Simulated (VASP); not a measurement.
HfO2, 6 atoms in the cell. The structure is orthorhombic, space group Pmmn (No. 59). The conventional cell has a = 3.509 Å, b = 3.766 Å, c = 5.263 Å, α = 90.00°, β = 90.00°, γ = 90.00°. Within 2.7 Å of Hf (site symmetry mm2) lie 8 O at 2.04 to 2.51 Å. O (site symmetry mm2) has 4 Hf at 2.11 to 2.38 Å and 6 O at 2.61 to 2.65 Å within 2.8 Å. O (site symmetry mm2) has 4 Hf at 2.04 to 2.51 Å and 6 O at 2.61 to 2.65 Å within 2.7 Å.  This cell differs from its parent crystal: uniaxial strain along a: +4.5 %, then relaxed in part.

| Property | Result |
| --- | --- |
| Program | VASP 6.6.1 |
| Task | single point |
| Functional | PBE |
| Potentials or basis | VASP PAW PBE potentials, release 64 (Hf_pv, O) |
| Cutoff | 520 eV |
| k mesh | 6 × 6 × 4 |
| Occupations | gaussian, width 0.02 eV |
| Spin | no spin polarisation |
| Dipole correction | no |
| Further INCAR settings | ALGO = Normal; EDIFF = 1e-06; NBANDS = 31 |

Potentials or basis: VASP PAW PBE potentials, release 64 (Hf_pv, O).

Run with:

```bash
$ cat potpaw_PBE.64/Hf_pv/POTCAR potpaw_PBE.64/O/POTCAR > POTCAR
$ mpirun -np 1 vasp_std > vasp.out
```

Hardware: 1 thread of Intel Xeon 8259CL, on a shared host.

Q: How long does it take, and how much memory?

A: Run time: 84 s on 1 thread of Intel Xeon 8259CL, on a shared host, peak memory 0.23 GiB. Counts: scf iterations 14, k points 48.
